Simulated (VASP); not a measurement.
# BiTe (Fm-3m) in VASP: a series of runs, part 3 of 4

VASP 6.6.1. Earlier steps stand in the parts before.

**4. Single point, PBEsol**

This run uses another cell than the first one, of 32.85 Å³/atom, 1.150 times its volume.

The input, INCAR:

```
SYSTEM = BiTe
PREC = Accurate ; ENCUT = 520
EDIFF = 1E-6 ; ISMEAR = -1
SIGMA = 0.05 ; LREAL = .FALSE.
LASPH = .TRUE. ; NELM = 80
ALGO = Normal ; ISIF = 2
LWAVE = .FALSE. ; LCHARG = .TRUE.
GGA = PS ; LELF = .TRUE.
LVHAR = .TRUE. ; NBANDS = 18
```

The input, KPOINTS:

```
Automatic mesh
0
G
  7 7 7
  0 0 0
```

The input, POSCAR:

```
BiTe
1.0
    0.0000000000      3.2027023394      3.2027023394
    3.2027023394      0.0000000000      3.2027023394
    3.2027023394      3.2027023394      0.0000000000
Bi Te
1 1
Direct
    0.0000000000      0.0000000000      0.0000000000
    0.5000000000      0.5000000000      0.5000000000
```

Potentials or basis: VASP PAW PBE potentials, release 64 (Bi_d, Te).

Command:

```
> cat potpaw_PBE.64/Bi_d/POTCAR potpaw_PBE.64/Te/POTCAR > POTCAR
> mpirun -np 1 vasp_std > vasp.out
```

OUTCAR:

```text
SYSTEM = BiTe
   PREC = Accurate
   ENCUT = 520
   EDIFF = 1E-6
   ISMEAR = -1
   LREAL = .FALSE.
   LASPH = .TRUE.
   NELM = 80
   ISIF = 2
   GGA = PS

 ion  position               nearest neighbor table
   1  0.000  0.000  0.000-   2 3.20   2 3.20   2 3.20   2 3.20   2 3.20   2 3.20
   2  0.500  0.500  0.500-   1 3.20   1 3.20   1 3.20   1 3.20   1 3.20   1 3.20

  LATTYP: Found a face centered cubic cell.
 ALAT       =     6.4054046788

  Lattice vectors:

 A1 = (   0.0000000000,   3.2027023394,   3.2027023394)
 A2 = (   3.2027023394,   0.0000000000,   3.2027023394)
 A3 = (   3.2027023394,   3.2027023394,   0.0000000000)

Analysis of symmetry for initial positions (statically):
=====================================================================
 Subroutine PRICEL returns:
 Original cell was already a primitive cell.

 Routine SETGRP: Setting up the symmetry group for a
 face centered cubic supercell.

 Subroutine GETGRP returns: Found 48 space group operations
 (whereof 48 operations were pure point group operations)
 out of a pool of 48 trial point group operations.

The static configuration has the point symmetry O_h .

Analysis of symmetry for dynamics (positions and initial velocities):
=====================================================================
 Subroutine PRICEL returns:
 Original cell was already a primitive cell.

 Routine SETGRP: Setting up the symmetry group for a
 face centered cubic supercell.

 Subroutine GETGRP returns: Found 48 space group operations
 (whereof 48 operations were pure point group operations)
 out of a pool of 48 trial point group operations.

The dynamic configuration has the point symmetry O_h .

 Subroutine INISYM returns: Found 48 space group operations
 (whereof 48 operations are pure point group operations),
 and found     1 'primitive' translations

----------------------------------------------------------------------------------------

                                     Primitive cell

  volume of cell :      65.7022

  direct lattice vectors                    reciprocal lattice vectors
     0.000000000  3.202702339  3.202702339    -0.156118161  0.156118161  0.156118161
     3.202702339  0.000000000  3.202702339     0.156118161 -0.156118161  0.156118161
     3.202702339  3.202702339  0.000000000     0.156118161  0.156118161 -0.156118161

  length of vectors
     4.529305085  4.529305085  4.529305085     0.270404587  0.270404587  0.270404587

  position of ions in fractional coordinates (direct lattice)
     0.000000000  0.000000000  0.000000000
     0.500000000  0.500000000  0.500000000

  ion indices of the primitive-cell ions
   primitive index   ion index
                 1           1
                 2           2

----------------------------------------------------------------------------------------

 KPOINTS: Automatic mesh

Automatic generation of k-mesh.
 Grid dimensions read from file:
 generate k-points for:    7    7    7

 Generating k-lattice:

  Cartesian coordinates                     Fractional coordinates (reciprocal lattice)
    -0.022302594  0.022302594  0.022302594     0.142857143  0.000000000  0.000000000
     0.022302594 -0.022302594  0.022302594     0.000000000  0.142857143  0.000000000
     0.022302594  0.022302594 -0.022302594     0.000000000  0.000000000  0.142857143

  Length of vectors
     0.038629227  0.038629227  0.038629227

  Shift w.r.t. Gamma in fractional coordinates (k-lattice)
     0.000000000  0.000000000  0.000000000

 Subroutine IBZKPT returns following result:
 ===========================================

 Found     20 irreducible k-points:

 Following reciprocal coordinates:
            Coordinates               Weight
  0.000000  0.000000  0.000000      1.000000
  0.142857  0.000000  0.000000      8.000000
  0.285714  0.000000  0.000000      8.000000
  0.428571  0.000000  0.000000      8.000000
  0.142857  0.142857  0.000000      6.000000
  0.285714  0.142857  0.000000     24.000000
[... 12 lines left out ...]
 -0.428571  0.428571  0.142857     24.000000
 -0.285714  0.428571  0.142857     24.000000
   k-points           NKPTS =     20   k-points in BZ     NKDIM =     20   number of bands    NBANDS=     18
   number of dos      NEDOS =    301   number of ions     NIONS =      2
   total plane-waves  NPLWV =  46656
   dimension x,y,z NGX =    36 NGY =   36 NGZ =   36
   dimension x,y,z NGXF=    72 NGYF=   72 NGZF=   72
   ions per type =               1   1
   NGX,Y,Z   is equivalent  to a cutoff of  13.21, 13.21, 13.21 a.u.
   NGXF,Y,Z  is equivalent  to a cutoff of  26.43, 26.43, 26.43 a.u.
 SYSTEM =  BiTe
   PREC   = accura    normal or accurate (medium, high low for compatibility)
   ISTART =      0    job   : 0-new  1-cont  2-samecut
   ICHARG =      2    charge: 1-file 2-atom 10-const
   ISPIN  =      1    spin polarized calculation?
   LNONCOLLINEAR =      F non collinear calculations
   LSORBIT =      F    spin-orbit coupling
   LASPH  =      T    aspherical Exc in radial PAW
   ENCUT  =  520.0 eV  38.22 Ry    6.18 a.u.   8.42  8.42  8.42*2*pi/ulx,y,z
   NELM   =     80;   NELMIN=  2; NELMDL= -5     # of ELM steps
   EDIFF  = 0.1E-05   stopping-criterion for ELM
   LREAL  =      F    real-space projection
   EDIFFG = 0.1E-04   stopping-criterion for IOM
   NSW    =      0    number of steps for IOM
   IBRION =     -1    ionic relax: 0-MD 1-quasi-New 2-CG
   NFREE  =      0    steps in history (QN), initial steepest desc. (CG)
   ISIF   =      2    stress and relaxation
   ISYM   =      2    0-nonsym 1-usesym 2-fastsym
   POTIM  = 0.5000    time-step for ionic-motion
   TEBEG  =    0.0;   TEEND  =   0.0 temperature during run
   PSTRESS=    0.0 pullay stress
   NELECT =      21.0000    total number of electrons
   NUPDOWN=      -1.0000    fix difference up-down
   EMIN   =  10.00;   EMAX   =-10.00  energy-range for DOS
   EFERMI =   0.00;   METHOD = LEGACY
   ISMEAR =    -1;   SIGMA  =   0.05  broadening in eV -4-tet -1-fermi 0-gaus
   EFERMI_NEDOS =   21; number of points for ismear=-14 and -15
   IALGO  =     38    algorithm
   IMIX   =      4    mixing-type and parameters
     AMIX     =   0.40;   BMIX     =  1.00
     AMIX_MAG =   1.60;   BMIX_MAG =  1.00
  volume/ion in A,a.u.               =      32.85       221.69
  Fermi-wavevector in a.u.,A,eV,Ry     =   1.119321  2.115210 17.046463  1.252880
  Thomas-Fermi vector in A             =   2.255959
   LORBIT       =      0    0 simple, 1 ext, 2 COOP (PROOUT), +10 PAW based schemes
   GGA     = PS    functional components
   LHFCALC =     F    Hartree Fock is set to
   AEXX    =    0.0000 exact exchange contribution
   IVDW    =     0    specifies the selected vdW correction
   LEPSILON=     F    determine dielectric tensor
   LRPA    =     F    only Hartree local field effects (RPA)
 non-spin polarized calculation
  energy-cutoff  :      520.00
  volume of cell :       65.70
 maximum number of plane-waves:      1807
 NGX is ok and might be reduce to    36
   NGX = 17   NGY = 17   NGZ = 17

 number of electron      21.0000004 magnetization

 Free energy of the ion-electron system (eV)
  ---------------------------------------------------
  ext. energy  EPLUGINS =         0.00000000
  ---------------------------------------------------
  free energy    TOTEN  =        -7.96920799 eV

  energy without entropy =       -7.94734679  energy(sigma->0) =       -7.95827739

 E-fermi :   6.8939     XC(G=0):  -9.7252

 val. band max:        6.8858216082   @ k =  -0.4286   0.1429   0.0000
 cond. band min:       6.8982582734   @ k =   0.1429   0.1429   0.0000
 fundamental gap:      0.0124366652
 Fermi energy:         6.8939322118

 k-point     1 :       0.0000    0.0000    0.0000
  band No.  band energies     occupation
      1     -16.2144      2.00000
      2     -16.2144      2.00000
      3     -16.2084      2.00000
      4     -16.2084      2.00000
      5     -16.2084      2.00000
      6      -6.8842      2.00000
[... 10 lines left out ...]
     17      12.9997      0.00000
     18      13.2176      0.00000
[... 379 lines left out ...]
 k-point    20 :      -0.2857    0.4286    0.1429
  band No.  band energies     occupation
      1     -16.2256      2.00000
      2     -16.2142      2.00000
      3     -16.2059      2.00000
      4     -16.2027      2.00000
      5     -16.1969      2.00000
      6      -4.5007      2.00000
[... 10 lines left out ...]
     17      16.3527      0.00000
     18      17.2541      0.00000

------------------------ aborting loop because EDIFF is reached ----------------------------------------

  FORCE on cell =-STRESS in cart. coord.  units (eV):
  Direction    XX          YY          ZZ          XY          YZ          ZX
  --------------------------------------------------------------------------------------
  -------------------------------------------------------------------------------------
  Total       -0.0321877     -0.0321877     -0.0321877      0.0000000      0.0000000      0.0000000
  in kB       -0.7849117     -0.7849117     -0.7849117      0.0000000      0.0000000      0.0000000
  external PRESSURE =      -0.7849117 kB  Pullay stress =       0.0000000 kB

 VOLUME and BASIS-vectors are now :
 -----------------------------------------------------------------------------
  energy-cutoff  :      520.00
  volume of cell :       65.70
      direct lattice vectors                 reciprocal lattice vectors
     0.000000000  3.202702339  3.202702339    -0.156118161  0.156118161  0.156118161
     3.202702339  0.000000000  3.202702339     0.156118161 -0.156118161  0.156118161
     3.202702339  3.202702339  0.000000000     0.156118161  0.156118161 -0.156118161

 POSITION                                       TOTAL-FORCE (eV/Angst)
 -----------------------------------------------------------------------------------
      0.00000      0.00000      0.00000         0.000000     -0.000000      0.000000
      3.20270      3.20270      3.20270        -0.000000      0.000000     -0.000000
 -----------------------------------------------------------------------------------
    total drift:                               -0.000000      0.000000      0.000000

  FREE ENERGIE OF THE ION-ELECTRON SYSTEM (eV)
  ---------------------------------------------------
  free  energy   TOTEN  =        -7.9692079915 eV

  energy  without entropy=       -7.9473467944  energy(sigma->0) =       -7.95827739
```

stdout:

```text
POSCAR found type information on POSCAR BiTe
 POSCAR found :  2 types and       2 ions
 scaLAPACK will be used
 -----------------------------------------------------------------------------
|                                                                             |
|                                                                             |
|     You enforced a specific xc type in the INCAR file but a different       |
|     I HOPE YOU KNOW WHAT YOU ARE DOING!                                     |
|                                                                             |
 -----------------------------------------------------------------------------

 LDA part: xc-table for (Slater+PW92), standard interpolation
 POSCAR, INCAR and KPOINTS ok, starting setup
 FFT: planning ... GRIDC
 FFT: planning ... GRID_SOFT
 FFT: planning ... GRID
 WAVECAR not read
 entering main loop
```

Run time: 45 s. Hardware: 1 thread of AMD EPYC 7R43 (Zen 3), shared host; peak memory 0.17 GiB.

What came out:

* Free energy: -7.9692 eV
* Pressure: -0.1 GPa

Caveat: the PAW data sets were made with another functional, which shifts forces and pressure a little; spin-orbit coupling is left out, which moves the levels of the heavy elements.

(Part 3 of 4 ends here.)
